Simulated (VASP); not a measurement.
# Pb (Im-3m) in VASP: further runs

The runs below take Pb through single point, relaxation of cell and atoms, with B3LYP, HSE06.

Everything below comes from runs of VASP 6.6.1. Logs are shortened: lines on timing, memory, paths and dates and some standing lists are left out, and cuts for length are marked.

**1. The cell of the first run**

It takes space group Im-3m (No. 229, cubic). Conventional cell: a = 4.092 Å, b = 4.092 Å, c = 4.092 Å, α = 90.00°, β = 90.00°, γ = 90.00°. Pb (site symmetry m-3m) has 14 Pb at 3.54 to 4.09 Å within 4.7 Å.

**2. Single point, B3LYP**

File POSCAR:

```
Pb
1.0
   -2.0458484625      2.0458484625      2.0458484625
    2.0458484625     -2.0458484625      2.0458484625
    2.0458484625      2.0458484625     -2.0458484625
Pb
1
Direct
    0.0000000000      0.0000000000      0.0000000000
```

File INCAR.step1:

```
SYSTEM = Pb
PREC = Accurate
ENCUT = 520
EDIFF = 1E-5
ISMEAR = -1
SIGMA = 0.05
LREAL = .FALSE.
LASPH = .TRUE.
NELM = 80
ALGO = Normal
ISIF = 2
LWAVE = .TRUE.
GGA = PE
NBANDS = 13
```

File INCAR.step2:

```
SYSTEM = Pb
PREC = Accurate
ENCUT = 520
EDIFF = 1E-7
ISMEAR = -1
SIGMA = 0.05
LREAL = .FALSE.
LASPH = .TRUE.
NELM = 80
ALGO = Normal
ISIF = 2
LWAVE = .FALSE.
LCHARG = .TRUE.
GGA = B3
LHFCALC = .TRUE.
AEXX = 0.2
AGGAX = 0.72
AGGAC = 0.81
ALDAC = 0.19
PRECFOCK = Normal
LELF = .TRUE.
LVHAR = .TRUE.
ISTART = 1
NBANDS = 13
```

File KPOINTS:

```
regular mesh
0
G
  5 5 5
  0 0 0
```

Potentials or basis: VASP PAW PBE potentials, release 64 (Pb_d).

The run is started by

```console
$ cat potpaw_PBE.64/Pb_d/POTCAR > POTCAR
$ cp INCAR.step1 INCAR
$ mpirun -np 1 vasp_std > vasp.out
$ cp INCAR.step2 INCAR
$ mpirun -np 1 vasp_std > vasp.out
```

OUTCAR:

```text
SYSTEM = Pb
   PREC = Accurate
   ENCUT = 520
   EDIFF = 1E-7
   ISMEAR = -1
   LREAL = .FALSE.
   LASPH = .TRUE.
   NELM = 80
   ISIF = 2
   GGA = B3
   LHFCALC = .TRUE.
   AEXX = 0.2
   PRECFOCK = Normal
   ISTART = 1

 ion  position               nearest neighbor table
   1  0.000  0.000  0.000-

  LATTYP: Found a body centered cubic cell.
 ALAT       =     4.0916969250

  Lattice vectors:

 A1 = (  -2.0458484625,   2.0458484625,   2.0458484625)
 A2 = (   2.0458484625,  -2.0458484625,   2.0458484625)
 A3 = (   2.0458484625,   2.0458484625,  -2.0458484625)

Analysis of symmetry for initial positions (statically):
=====================================================================
 Subroutine PRICEL returns:
 Original cell was already a primitive cell.

 Routine SETGRP: Setting up the symmetry group for a
 body centered cubic supercell.

 Subroutine GETGRP returns: Found 48 space group operations
 (whereof 48 operations were pure point group operations)
 out of a pool of 48 trial point group operations.

The static configuration has the point symmetry O_h .

Analysis of symmetry for dynamics (positions and initial velocities):
=====================================================================
 Subroutine PRICEL returns:
 Original cell was already a primitive cell.

 Routine SETGRP: Setting up the symmetry group for a
 body centered cubic supercell.

 Subroutine GETGRP returns: Found 48 space group operations
 (whereof 48 operations were pure point group operations)
 out of a pool of 48 trial point group operations.

The dynamic configuration has the point symmetry O_h .

 Subroutine INISYM returns: Found 48 space group operations
 (whereof 48 operations are pure point group operations),
 and found     1 'primitive' translations

----------------------------------------------------------------------------------------

                                     Primitive cell

  volume of cell :      34.2516

  direct lattice vectors                    reciprocal lattice vectors
    -2.045848462  2.045848462  2.045848462     0.000000000  0.244397378  0.244397378
     2.045848462 -2.045848462  2.045848462     0.244397378  0.000000000  0.244397378
     2.045848462  2.045848462 -2.045848462     0.244397378  0.244397378  0.000000000

  length of vectors
     3.543513482  3.543513482  3.543513482     0.345630087  0.345630087  0.345630087

  position of ions in fractional coordinates (direct lattice)
     0.000000000  0.000000000  0.000000000

  ion indices of the primitive-cell ions
   primitive index   ion index
                 1           1

----------------------------------------------------------------------------------------

 KPOINTS: regular mesh

Automatic generation of k-mesh.
 Grid dimensions read from file:
 generate k-points for:    5    5    5

 Generating k-lattice:

  Cartesian coordinates                     Fractional coordinates (reciprocal lattice)
     0.000000000  0.048879476  0.048879476     0.200000000  0.000000000  0.000000000
     0.048879476  0.000000000  0.048879476     0.000000000  0.200000000  0.000000000
     0.048879476  0.048879476  0.000000000     0.000000000  0.000000000  0.200000000

  Length of vectors
     0.069126017  0.069126017  0.069126017

  Shift w.r.t. Gamma in fractional coordinates (k-lattice)
     0.000000000  0.000000000  0.000000000

 Subroutine IBZKPT returns following result:
 ===========================================

 Found     10 irreducible k-points:

 Following reciprocal coordinates:
            Coordinates               Weight
  0.000000  0.000000  0.000000      1.000000
  0.200000  0.000000  0.000000     12.000000
  0.400000  0.000000  0.000000     12.000000
  0.200000  0.200000  0.000000     24.000000
  0.400000  0.200000  0.000000     24.000000
  0.200000  0.200000  0.200000      8.000000
 -0.200000  0.200000  0.200000      6.000000
 -0.400000  0.400000  0.200000     24.000000
 -0.400000 -0.400000  0.200000      8.000000
 -0.400000  0.400000  0.400000      6.000000
   k-points           NKPTS =     10   k-points in BZ     NKDIM =    125   number of bands    NBANDS=     13
   number of dos      NEDOS =    301   number of ions     NIONS =      1
   total plane-waves  NPLWV =  21952
   dimension x,y,z NGX =    28 NGY =   28 NGZ =   28
   dimension x,y,z NGXF=    56 NGYF=   56 NGZF=   56
   ions per type =               1
   NGX,Y,Z   is equivalent  to a cutoff of  13.14, 13.14, 13.14 a.u.
   NGXF,Y,Z  is equivalent  to a cutoff of  26.27, 26.27, 26.27 a.u.
 SYSTEM =  Pb
   PREC   = accura    normal or accurate (medium, high low for compatibility)
   ISTART =      1    job   : 0-new  1-cont  2-samecut
   ICHARG =      0    charge: 1-file 2-atom 10-const
   ISPIN  =      1    spin polarized calculation?
   LNONCOLLINEAR =      F non collinear calculations
   LSORBIT =      F    spin-orbit coupling
   LASPH  =      T    aspherical Exc in radial PAW
   ENCUT  =  520.0 eV  38.22 Ry    6.18 a.u.   6.59  6.59  6.59*2*pi/ulx,y,z
   NELM   =     80;   NELMIN=  2; NELMDL=  0     # of ELM steps
   EDIFF  = 0.1E-06   stopping-criterion for ELM
   LREAL  =      F    real-space projection
   EDIFFG = 0.1E-05   stopping-criterion for IOM
   NSW    =      0    number of steps for IOM
   IBRION =     -1    ionic relax: 0-MD 1-quasi-New 2-CG
   NFREE  =      0    steps in history (QN), initial steepest desc. (CG)
   ISIF   =      2    stress and relaxation
   ISYM   =      3    0-nonsym 1-usesym 2-fastsym
   POTIM  = 0.5000    time-step for ionic-motion
   TEBEG  =    0.0;   TEEND  =   0.0 temperature during run
   PSTRESS=    0.0 pullay stress
   NELECT =      14.0000    total number of electrons
   NUPDOWN=      -1.0000    fix difference up-down
   EMIN   =  10.00;   EMAX   =-10.00  energy-range for DOS
   EFERMI =   0.00;   METHOD = LEGACY
   ISMEAR =    -1;   SIGMA  =   0.05  broadening in eV -4-tet -1-fermi 0-gaus
   EFERMI_NEDOS =   21; number of points for ismear=-14 and -15
   IALGO  =     38    algorithm
   IMIX   =      1    mixing-type and parameters
     AMIX     =   0.40;   BMIX     =  1.00
     AMIX_MAG =   1.60;   BMIX_MAG =  1.00
  volume/ion in A,a.u.               =      34.25       231.14
  Fermi-wavevector in a.u.,A,eV,Ry     =   1.214947  2.295917 20.083513  1.476097
  Thomas-Fermi vector in A             =   2.350350
[... 26 lines left out ...]
  ext. energy  EPLUGINS =         0.00000000
  ---------------------------------------------------
  free energy    TOTEN  =        -3.67613682 eV

  energy without entropy =       -3.67338058  energy(sigma->0) =       -3.67475870

 E-fermi :   6.2456     XC(G=0):  -7.6293

 val. band max:        6.1256686993   @ k =  -0.4000   0.4000   0.4000
 cond. band min:       6.8264749118   @ k =   0.4000   0.2000   0.0000
 fundamental gap:      0.7008062125
 Fermi energy:         6.2455504393

 k-point     1 :       0.0000    0.0000    0.0000
  band No.  band energies     occupation
      1     -12.6851      2.00000
      2     -12.6851      2.00000
      3     -12.6851      2.00000
      4     -12.5060      2.00000
      5     -12.5060      2.00000
      6      -6.1642      2.00000
      7      13.5327      0.00000
      8      13.5327      0.00000
      9      13.5327      0.00000
     10      17.6052      0.00000
     11      18.2515      0.00000
     12      18.2515      0.00000
     13      18.2515      0.00000

 k-point     2 :       0.2000    0.0000    0.0000
  band No.  band energies     occupation
      1     -12.7061      2.00000
      2     -12.6621      2.00000
      3     -12.5877      2.00000
      4     -12.5258      2.00000
      5     -12.5095      2.00000
      6      -5.3909      2.00000
      7       8.8449      0.00000
      8      11.8241      0.00000
      9      12.8506      0.00000
     10      15.6368      0.00000
     11      16.7019      0.00000
     12      18.1355      0.00000
     13      19.7652      0.00000

 k-point     3 :       0.4000    0.0000    0.0000
  band No.  band energies     occupation
      1     -12.7399      2.00000
      2     -12.6681      2.00000
      3     -12.5225      2.00000
      4     -12.5147      2.00000
      5     -12.4241      2.00000
      6      -3.3310      2.00000
      7       3.1649      2.00000
      8      10.0593      0.00000
      9      11.8551      0.00000
     10      14.2804      0.00000
     11      15.7056      0.00000
     12      19.7830      0.00000
     13      21.0541      0.00000

 k-point     4 :       0.2000    0.2000    0.0000
  band No.  band energies     occupation
      1     -12.7069      2.00000
      2     -12.6464      2.00000
      3     -12.5373      2.00000
      4     -12.5233      2.00000
      5     -12.4797      2.00000
      6      -3.9364      2.00000
      7       5.2017      2.00000
      8       8.4907      0.00000
      9      11.3538      0.00000
     10      16.1746      0.00000
     11      17.0333      0.00000
     12      19.7171      0.00000
     13      20.8474      0.00000

 k-point     5 :       0.4000    0.2000    0.0000
  band No.  band energies     occupation
      1     -12.7148      2.00000
      2     -12.6284      2.00000
      3     -12.5359      2.00000
      4     -12.5165      2.00000
      5     -12.4395      2.00000
      6      -2.3568      2.00000
      7       2.8348      2.00000
      8       6.8265      0.00002
      9      10.7544      0.00000
     10      15.8784      0.00000
     11      18.7812      0.00000
     12      19.7009      0.00000
     13      19.8241      0.00000

 k-point     6 :       0.2000    0.2000    0.2000
  band No.  band energies     occupation
      1     -12.6543      2.00000
      2     -12.6543      2.00000
      3     -12.5149      2.00000
      4     -12.5149      2.00000
      5     -12.5067      2.00000
      6      -2.4508      2.00000
      7       3.9068      2.00000
      8       7.0613      0.00000
      9       7.0613      0.00000
     10      21.3325      0.00000
     11      21.3325      0.00000
     12      21.5599      0.00000
     13      22.4584      0.00000

 k-point     7 :      -0.2000    0.2000    0.2000
  band No.  band energies     occupation
      1     -12.6160      2.00000
      2     -12.6160      2.00000
      3     -12.5939      2.00000
      4     -12.5762      2.00000
      5     -12.5242      2.00000
      6      -4.6368      2.00000
      7       8.4006      0.00000
      8      10.0806      0.00000
      9      10.0806      0.00000
     10      14.2293      0.00000
     11      18.8757      0.00000
     12      18.8757      0.00000
     13      20.4161      0.00000

 k-point     8 :      -0.4000    0.4000    0.2000
  band No.  band energies     occupation
      1     -12.6411      2.00000
      2     -12.6335      2.00000
      3     -12.5790      2.00000
      4     -12.5326      2.00000
      5     -12.4345      2.00000
      6      -2.6769      2.00000
      7       3.9234      2.00000
      8       8.3399      0.00000
      9       9.3612      0.00000
     10      14.4991      0.00000
     11      17.8997      0.00000
     12      18.3794      0.00000
     13      18.4016      0.00000

 k-point     9 :      -0.4000   -0.4000    0.2000
  band No.  band energies     occupation
      1     -12.6386      2.00000
      2     -12.6386      2.00000
      3     -12.6024      2.00000
      4     -12.4475      2.00000
      5     -12.4475      2.00000
      6      -1.5493      2.00000
      7       4.4437      2.00000
      8       4.4437      2.00000
      9      10.0188      0.00000
     10      14.6655      0.00000
     11      14.6655      0.00000
     12      17.6548      0.00000
     13      23.5085      0.00000

 k-point    10 :      -0.4000    0.4000    0.4000
  band No.  band energies     occupation
      1     -12.6951      2.00000
      2     -12.6764      2.00000
      3     -12.4572      2.00000
      4     -12.4572      2.00000
      5     -12.4477      2.00000
      6      -1.0695      2.00000
      7       5.3479      2.00000
      8       6.1257      1.83330
      9       6.1257      1.83329
     10      11.8087      0.00000
     11      13.5610      0.00000
     12      22.5139      0.00000
     13      23.5527      0.00000

------------------------ aborting loop because EDIFF is reached ----------------------------------------

  FORCE on cell =-STRESS in cart. coord.  units (eV):
  Direction    XX          YY          ZZ          XY          YZ          ZX
  --------------------------------------------------------------------------------------
  -------------------------------------------------------------------------------------
  Total       -0.0060636     -0.0060636     -0.0060636      0.0000000      0.0000000     -0.0000000
  in kB       -0.2836339     -0.2836339     -0.2836339      0.0000000      0.0000000     -0.0000000
  external PRESSURE =      -0.2836339 kB  Pullay stress =       0.0000000 kB

 VOLUME and BASIS-vectors are now :
 -----------------------------------------------------------------------------
  energy-cutoff  :      520.00
  volume of cell :       34.25
      direct lattice vectors                 reciprocal lattice vectors
    -2.045848462  2.045848462  2.045848462     0.000000000  0.244397378  0.244397378
     2.045848462 -2.045848462  2.045848462     0.244397378  0.000000000  0.244397378
     2.045848462  2.045848462 -2.045848462     0.244397378  0.244397378  0.000000000

 POSITION                                       TOTAL-FORCE (eV/Angst)
 -----------------------------------------------------------------------------------
      0.00000      0.00000      0.00000        -0.000000      0.000000     -0.000000
 -----------------------------------------------------------------------------------
    total drift:                                0.000000     -0.000000      0.000000

  FREE ENERGIE OF THE ION-ELECTRON SYSTEM (eV)
  ---------------------------------------------------
  free  energy   TOTEN  =        -3.6761368218 eV

  energy  without entropy=       -3.6733805798  energy(sigma->0) =       -3.67475870
```

Wall time 4.2 min (1 thread of Intel Xeon 6975P-C (Granite Rapids), shared host); peak memory 0.17 GiB.

What came out:

| Quantity | Value |
| --- | --- |
| Free energy | -3.6761 eV |
| Pressure | 0.0 GPa |
| Band gap on the k mesh | zero (band 7 reaches 13.53 eV, above the bottom of band 8 at 4.44 eV) |

Caveat: the k points lie up to 0.43 Å⁻¹ apart; the PAW data sets were made with another functional, which shifts forces and pressure a little; spin-orbit coupling is left out, which moves the levels of the heavy elements.

**3. Relaxation of cell and atoms, B3LYP**

This run uses another cell than the first one, of 31.03 Å³/atom, 0.906 times its volume.

File POSCAR:

```
Pb
1.0
   -1.9796595667      1.9796595667      1.9796595667
    1.9796595667     -1.9796595667      1.9796595667
    1.9796595667      1.9796595667     -1.9796595667
Pb
1
Direct
    0.0000000000      0.0000000000      0.0000000000
```

File INCAR.step1:

```
ALGO = Normal ; EDIFF = 1E-5
ENCUT = 600 ; GGA = PE
ISMEAR = -1 ; LASPH = T
LCHARG = F ; LREAL = F
LWAVE = T ; NBANDS = 13
NELM = 100 ; PREC = Accurate
SIGMA = 0.05
```

File INCAR.step2:

```
AEXX = 0.2 ; AGGAC = 0.81
AGGAX = 0.72 ; ALDAC = 0.19
ALGO = Normal ; EDIFF = 1E-6
EDIFFG = -0.01 ; ENCUT = 600
GGA = B3 ; IBRION = 2
ISIF = 3 ; ISMEAR = -1
ISTART = 1 ; LASPH = T
LCHARG = F ; LHFCALC = T
LREAL = F ; LWAVE = F
NELM = 100 ; NSW = 60
PREC = Accurate ; PRECFOCK = Normal
SIGMA = 0.05
```

File KPOINTS:

```
k-points
0
Gamma
  5 5 5
```

Potentials or basis: VASP PAW PBE potentials, release 64 (Pb_d).

The run is started by

```console
$ cat potpaw_PBE.64/Pb_d/POTCAR > POTCAR
$ cp INCAR.step1 INCAR
$ mpirun -np 1 vasp_std > vasp.out
$ cp INCAR.step2 INCAR
$ mpirun -np 1 vasp_std > vasp.out
```

It took 37 min on 1 thread of Intel Xeon 6975P-C (Granite Rapids), shared host; peak memory 0.17 GiB.

It converged, with:

| Quantity | Value |
| --- | --- |
| Free energy | -3.6754 eV |
| Relaxed volume | 34.31 Å³/atom |
| Relaxed cell | a = 3.546 Å, b = 3.546 Å, c = 3.546 Å, α = 109.47°, β = 109.47°, γ = 109.47° |
| Space group after relaxing (to 0.05 Å) | Im-3m (No. 229) |
| Energy gained by relaxing | 42.2 meV/atom |
| Ionic steps | 13 |
| Pressure after relaxing | 0.0 GPa |
| Band gap on the k mesh | zero (band 7 reaches 13.50 eV, above the bottom of band 8 at 4.43 eV) |

The path:
```tsv
step	energy change (eV)	largest force (eV/Å)	pressure (GPa)	volume (Å³)
1	0.0000	0.0000	4.62	31.03
2	-0.0392	0.0000	-0.87	35.22
3	-0.0422	0.0000	-0.07	34.26
4	-0.0422	0.0000	-0.05	34.19
5	-0.0420	0.0000	0.21	33.99
6	-0.0422	0.0000	0.26	34.13
7	-0.0422	0.0000	0.19	34.14
8	-0.0422	0.0000	0.15	34.19
9	-0.0422	0.0000	0.15	34.19
10	-0.0422	0.0000	0.09	34.20
11	-0.0422	0.0000	0.10	34.22
12	-0.0422	0.0000	0.06	34.25
13	-0.0422	0.0000	0.05	34.31
```

Final structure:
```
Pb
1.0
    -2.04707    2.04707    2.04707
     2.04707   -2.04707    2.04707
     2.04707    2.04707   -2.04707
Pb
1
Direct
  0.00000 0.00000 0.00000
```

Levels at points of the mesh, in eV from the Fermi level:
| k point | band 5 | band 6 | band 7 | band 8 | band 9 | band 10 |
| --- | --- | --- | --- | --- | --- | --- |
| (0.00, 0.00, 0.00) | -18.75 | -12.40 | 7.27 | 7.27 | 7.27 | 12.00 |

Caveat: the k points lie up to 0.43 Å⁻¹ apart in the final cell; the PAW data sets were made with another functional, which shifts forces and pressure a little; spin-orbit coupling is left out, which moves the levels of the heavy elements.

**4. Single point, HSE06**

This run uses another cell than the first one, of 32.90 Å³/atom, 0.960 times its volume.

File POSCAR:

```
Pb
1.0
   -2.0184862782      2.0184862782      2.0184862782
    2.0184862782     -2.0184862782      2.0184862782
    2.0184862782      2.0184862782     -2.0184862782
Pb
1
Direct
    0.0000000000      0.0000000000      0.0000000000
```

File INCAR.step1:

```
SYSTEM = Pb
PREC = Accurate
ENCUT = 520
EDIFF = 1E-5
ISMEAR = -1
SIGMA = 0.05
LREAL = .False.
LASPH = .True.
NELM = 100
ALGO = Normal
ISIF = 2
LWAVE = .True.
LCHARG = .False.
GGA = PE
NBANDS = 13
```

File INCAR.step2:

```
SYSTEM = Pb
PREC = Accurate
ENCUT = 520
EDIFF = 1E-6
ISMEAR = -1
SIGMA = 0.05
LREAL = .False.
LASPH = .True.
NELM = 100
ALGO = Normal
ISIF = 2
LWAVE = .False.
LCHARG = .False.
GGA = PE
LHFCALC = .True.
HFSCREEN = 0.2079
PRECFOCK = Normal
ISTART = 1
NBANDS = 13
```

File KPOINTS:

```
Automatic mesh
0
Gamma
  6 6 6
  0 0 0
```

The run is started by

```console
$ cat potpaw_PBE.64/Pb_d/POTCAR > POTCAR
$ cp INCAR.step1 INCAR
$ mpirun -np 1 vasp_std > vasp.out
$ cp INCAR.step2 INCAR
$ mpirun -np 1 vasp_std > vasp.out
```

Run time: 26 min. Hardware: 1 thread of Oxide Virtual Turin-like, shared host; peak memory 0.24 GiB.

It converged, with:

```
Free energy            : -4.0323 eV
Pressure               : -2.7 GPa
Band gap on the k mesh : zero (band 7 reaches 14.03 eV, above the bottom of band 8 at 4.22 eV)
```

Levels at points of the mesh, in eV from the Fermi level:
```tsv
k point	band 4	band 5	band 6	band 7	band 8	band 9	band 10	band 11
(0.00, 0.00, 0.00)	-18.71	-18.71	-12.40	7.82	7.82	7.82	11.59	11.82
(0.50, 0.00, 0.00)	-18.72	-18.59	-8.49	-4.09	3.76	5.55	7.73	9.24
(0.50, 0.50, 0.50)	-18.62	-18.62	-5.77	-0.17	-0.17	-0.17	4.87	4.87
```

Caveat: the k points lie up to 0.37 Å⁻¹ apart; the PAW data sets were made with another functional, which shifts forces and pressure a little; spin-orbit coupling is left out, which moves the levels of the heavy elements.

**5. Overview**

| task | level | cell | k mesh | cutoff (eV) | screening parameter | gap on the mesh (eV) | pressure (GPa) |
| --- | --- | --- | --- | --- | --- | --- | --- |
| single point | B3LYP | a = 3.544 Å, angles 109.5°, 1 atom | 5 × 5 × 5 | 520 | - | none | 0.0 |
| relaxation of cell and atoms | B3LYP | relaxed from a = 3.429 Å, angles 109.5°, 1 atom | 5 × 5 × 5 | 600 | - | none | 0.0 |
| single point | HSE06 | a = 3.496 Å, angles 109.5°, 1 atom | 6 × 6 × 6 | 520 | 0.2079 1/Å | none | -2.7 |

Alike in all rows: potentials or basis VASP PAW PBE potentials, release 64 (Pb_d); no spin polarisation; smearing fermi-dirac 0.05 eV.

Caveats: all runs use coarse meshes; the PAW data sets were made with another functional, which shifts forces and pressure a little; spin-orbit coupling is left out, which moves the levels of the heavy elements.

Absolute energies hang on the potentials; compare differences alone.
